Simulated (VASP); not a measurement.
**BN: single point with PBE+D3(BJ)**

The system is BN.

```
CELL_PARAMETERS angstrom
2.44772 0.00000 0.00000
-1.22386 2.17036 0.00000
0.00000 0.00000 6.59240
ATOMIC_POSITIONS crystal
B 0.89627 0.00000 0.50000
B 0.43724 0.66667 0.00000
N 0.10341 0.00000 0.00000
N 0.56312 0.33333 0.50000
```

This cell differs from its parent crystal: atoms displaced along a vibrational mode, the cell strained.

| Item | Value |
| --- | --- |
| Program | VASP 6.6.1 |
| Task | single point |
| Functional | PBE |
| Dispersion | D3(BJ) |
| Potentials or basis | VASP PAW PBE potentials, release 64 (B, N) |
| Cutoff | 520 eV |
| k mesh | 12 × 12 × 4 |
| Occupations | methfessel-paxton, width 0.05 eV |
| Spin | no spin polarisation |
| Dipole correction | no |
| Further INCAR settings | ALGO = Normal; EDIFF = 1e-06; NBANDS = 16 |

- Pressure: 9.2 GPa
- Largest force: 0.380 eV/Å
- Band gap on the k mesh: 3.76 eV (least direct gap 4.10 eV)
- Dispersion energy per atom: -0.146 eV

Forces in eV/Å, atoms in the order of the input:
```
B    0.023 -0.349  0.000
B   -0.037 -0.339  0.000
N    0.000  0.308  0.000
N    0.014  0.380  0.000
```

Stress tensor (GPa, compression positive):
```
23.07  0.38  0.00
 0.38  4.35  0.00
 0.00  0.00  0.28
```

Levels at points of the mesh, in eV from the valence-band top:
```
           k point  band 6  band 7  band 8  band 9  band 10  band 11
(0.00, 0.00, 0.00)   -1.48   -1.40   -1.35    5.11    10.28    11.25
(0.50, 0.00, 0.00)   -4.41   -1.19   -1.02    4.71     5.12     9.46
(0.50, 0.50, 0.00)   -4.40   -1.61   -0.43    3.76     6.00     9.49
(0.00, 0.50, 0.00)   -4.06   -1.63   -0.99    4.21     5.48    10.06
(0.00, 0.00, 0.50)   -1.48   -1.40   -1.35    7.53     7.55    11.36
(0.50, 0.00, 0.50)   -4.42   -1.05   -1.01    4.58     4.67     9.78
(0.50, 0.50, 0.50)   -4.41   -1.07   -1.01    4.65     4.66     9.86
(0.00, 0.50, 0.50)   -4.06   -1.28   -1.23    4.55     4.56    10.52
```

Run time: 64 s on 1 thread of Intel(R) Xeon(R) Platinum 8488C (Sapphire Rapids) (shared host), peak memory 0.23 GiB.

Caveat: the cell differs from its parent crystal (atoms displaced along a vibrational mode, the cell strained); the stress differs along the axes, from 0 to 23 GPa. A k mesh can miss the band edges.
